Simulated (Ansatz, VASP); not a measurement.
# Mn3SiB: VASP beside Ansatz

The input INCAR:

```
  ALGO = Fast
  EDIFF = 1E-7
  ENCUT = 520
  GGA = PE
  ISIF = 2
  ISMEAR = 0
  ISPIN = 2
  LASPH = T
  LCHARG = T
  LELF = T
  LMAXMIX = 4
  LORBIT = 11
  LREAL = F
  LVHAR = T
  LWAVE = F
  MAGMOM = 0 0 5 5 5
  NBANDS = 35
  NELM = 150
  PREC = Accurate
  SIGMA = 0.1
```

Contents of KPOINTS:

```
k-points
0
Gamma
  10 10 10
```

Contents of POSCAR:

```
Mn3SiB
1.0
    3.8064402884      0.0000000000      0.0000000000
    0.0000000000      3.8064402884      0.0000000000
    0.0000000000      0.0000000000      3.8064402884
Si B Mn
1 1 3
Direct
    0.0000000000      0.0000000000      0.0000000000
    0.5000000000      0.5000000000      0.5000000000
    0.5000000000      0.5000000000      0.0000000000
    0.5000000000      0.0000000000      0.5000000000
    0.0000000000      0.5000000000      0.5000000000
```

Input for Ansatz:

```yaml
crystal:
  lattice:
    - [3.8064402884, 0.0, 0.0]
    - [0.0, 3.8064402884, 0.0]
    - [0.0, 0.0, 3.8064402884]
  atoms:
    - { symbol: Si, position: [0.0, 0.0, 0.0] }
    - { symbol: B, position: [0.5, 0.5, 0.5] }
    - { symbol: Mn, position: [0.5, 0.5, 0.0], spin: 5.0 }
    - { symbol: Mn, position: [0.5, 0.0, 0.5], spin: 5.0 }
    - { symbol: Mn, position: [0.0, 0.5, 0.5], spin: 5.0 }
basis:
  ecutwfc: 420
kpoints:
  mp_grid: { grid: [10, 10, 10] }
hamiltonian:
  xc: pbe
scf:
  occupations: { method: gaussian, width: 0.1 }
  lower_state_search: "off"
output:
  forces: true
  stress: true
  eigenvalues: true
  populations: true
  write_density: true
  write_potential: true
  elf: true
  volumetric_format: npy
magnetization:
  spin_polarized: true
```

Alike in both runs: task single point; functional PBE; k mesh 10 × 10 × 10; occupations gaussian, width 0.1 eV; collinear spin.

```csv
,VASP,Ansatz
version,VASP 6.6.1,Ansatz 0.2.0
potentials or method,"VASP PAW PBE potentials, release 64 (Si, B, Mn_pv), cutoff 520 eV","scalar-relativistic, plane waves, PAW"
valence electrons in the cell,46,52
```

VASP gave:

| Quantity | Value |
| --- | --- |
| gap on the k mesh at the Fermi level (eV) | none |
| pressure (GPa) | 0.2 |
| net moment per atom (μB) | 0.78 |
| size of the moment on the site where the two differ most (μB) | 1.35 |

Problem. Which values does Ansatz return?

Solution. gap on the k mesh at the Fermi level (eV): none; pressure (GPa): 0.0; net moment per atom (μB): 0.77; size of the moment on the site where the two differ most (μB): 1.17.

Site moments also hang on the region over which each program counts them. A gap of «none» marks a metal or a gap that the smearing closes. With one functional, cell and mesh, what is left measures potentials, basis and numerics. VASP's potentials hold 46 valence electrons a cell and Ansatz's 52, so a difference there can come from the potentials and not from the codes.
